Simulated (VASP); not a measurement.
Input of a VASP 6.6.1 run:

The input INCAR:

```
SYSTEM = KF
  PREC = Accurate
  ENCUT = 600
  EDIFF = 1E-6
  ISMEAR = 0
  SIGMA = 0.01
  LREAL = .False.
  LASPH = .True.
  NELM = 120
  ALGO = Normal
  ISIF = 2
  LWAVE = .False.
  LCHARG = .False.
  GGA = PS
  IVDW = 13
  NBANDS = 15
  GGA_COMPAT = .False.
```

KPOINTS

```
regular mesh
0
Gamma
  6 6 6
  0 0 0
```

POSCAR

```
KF
1.0
    3.7785670000      0.0000000000      0.0000000000
    1.8892835000      3.2723350119      0.0000000000
    1.8892835000      1.0907783373      3.0851870363
K F
1 1
Direct
    0.0000000000      0.0000000000      0.0000000000
    0.5000000000      0.5000000000      0.5000000000
```

Potentials or basis: VASP PAW PBE potentials, release 64 (K_sv, F).

Run with:

```console
$ cat potpaw_PBE.64/K_sv/POTCAR potpaw_PBE.64/F/POTCAR > POTCAR
$ mpirun -np 1 vasp_std > vasp.out
```

Question: Estimate the band gap on the k mesh.

Answer: 6.03 eV, direct.

Question: What does it give for the dispersion energy per atom?

Answer: -0.041 eV.

Question: What does it give for the pressure?

Answer: -1.0 GPa.

Caveat: the PAW data sets were made with another functional, which shifts forces and pressure a little.
